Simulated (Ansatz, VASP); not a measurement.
## AgCl in VASP and in Ansatz

Contents of INCAR:

```
SYSTEM = AgCl
  PREC = Accurate
  ENCUT = 520
  EDIFF = 1E-7
  ISMEAR = 0
  SIGMA = 0.05
  LREAL = .False.
  LASPH = .True.
  NELM = 100
  ALGO = Normal
  ISIF = 2
  LWAVE = .False.
  LCHARG = .False.
  GGA = PE
  NBANDS = 16
```

Contents of KPOINTS:

```
Automatic mesh
0
Gamma
  8 8 8
  0 0 0
```

File POSCAR:

```
AgCl
1.0
    0.0069328750      2.7731500000      2.7731500000
    2.7800828750      0.0000000000      2.7800828750
    2.7731500000      2.7731500000      0.0069328750
Ag Cl
1 1
Direct
    0.5000000000      0.5000000000      0.5000000000
    0.0000000000      0.0000000000      0.0000000000
```

Input for Ansatz:

```yaml
crystal:
  lattice:
    - [0.006932875, 2.77315, 2.77315]
    - [2.780082875, 0.0, 2.780082875]
    - [2.77315, 2.77315, 0.006932875]
  atoms:
    - { symbol: Ag, position: [0.5, 0.5, 0.5] }
    - { symbol: Cl, position: [0.0, 0.0, 0.0] }
basis:
  ecutwfc: 420
kpoints:
  mp_grid: { grid: [8, 8, 8] }
hamiltonian:
  xc: pbe
scf:
  occupations: { method: gaussian, width: 0.05 }
output:
  forces: true
  stress: true
  eigenvalues: true
```

Change from the starting cell: strain +0.0050 x Voigt [0, 0, 0, 0, 1, 0], atoms carried along.

Alike in both runs: task single point; functional PBE; k mesh 8 × 8 × 8; occupations gaussian, width 0.05 eV; no spin polarisation.

```csv
,VASP,Ansatz
version,VASP 6.6.1,Ansatz 0.2.0
potentials or method,"VASP PAW PBE potentials, release 64 (Ag, Cl), cutoff 520 eV","scalar-relativistic, plane waves, PAW"
valence electrons in the cell,18,26
```

Ansatz gave:

```
gap on the k mesh at the Fermi level (eV) : 0.91
least direct gap on the mesh (eV)         : 3.18
pressure (GPa)                            : 1.6
```

Problem. Estimate VASP's values.

Solution. gap on the k mesh at the Fermi level (eV): 0.90; least direct gap on the mesh (eV): 3.18; pressure (GPa): 1.5.

The functional is the same, so the differences come from potentials, cutoffs and numerics. VASP's potentials hold 18 valence electrons a cell and Ansatz's 26, so a difference there can come from the potentials and not from the codes.
